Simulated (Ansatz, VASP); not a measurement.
# SrTiO3: VASP beside Ansatz

```
CELL_PARAMETERS angstrom
-0.00873 3.95265 -0.00597
0.00676 -0.00578 3.94158
7.92205 -0.01808 0.01402
ATOMIC_POSITIONS crystal
Sr 0.98705 0.01066 0.00727
Sr 0.98702 0.01066 0.50727
Ti 0.48395 0.51372 0.25877
Ti 0.48397 0.51373 0.75877
O 0.50928 0.49200 0.99469
O 0.50929 0.49201 0.49469
O 0.00959 0.49169 0.24476
O 0.00960 0.49166 0.74476
O 0.51012 0.99194 0.24452
O 0.51012 0.99192 0.74451
```

Change from the starting cell: cell x2, atoms moved at random (sigma 0.05 Å) and cell strained at random (1.5 %), then relaxed without symmetry.

Alike in both runs: functional PBE; k mesh 4 × 4 × 2; occupations gaussian, width 0.1 eV; no spin polarisation.

Ansatz relaxed the structure, and its values are those at the end. VASP's run is a single point on that final structure, the one shown.

|  | VASP | Ansatz |
| --- | --- | --- |
| version | VASP 6.6.1 | Ansatz 0.2.0 |
| potentials or method | VASP PAW PBE potentials, release 64 (Sr_sv, Ti_sv, O), cutoff 520 eV | scalar-relativistic, plane waves, PAW |
| valence electrons in the cell | 80 | 80 |

Ansatz gave:

- gap on the k mesh at the Fermi level (eV): 2.26
- least direct gap on the mesh (eV): 2.58
- pressure (GPa): 0.0
- rms of the force components (eV/Å): 0.001

**Question.** Estimate VASP's values.

**Answer.** gap on the k mesh at the Fermi level (eV): 2.24; least direct gap on the mesh (eV): 2.57; pressure (GPa): 0.6; rms of the force components (eV/Å): 0.025.
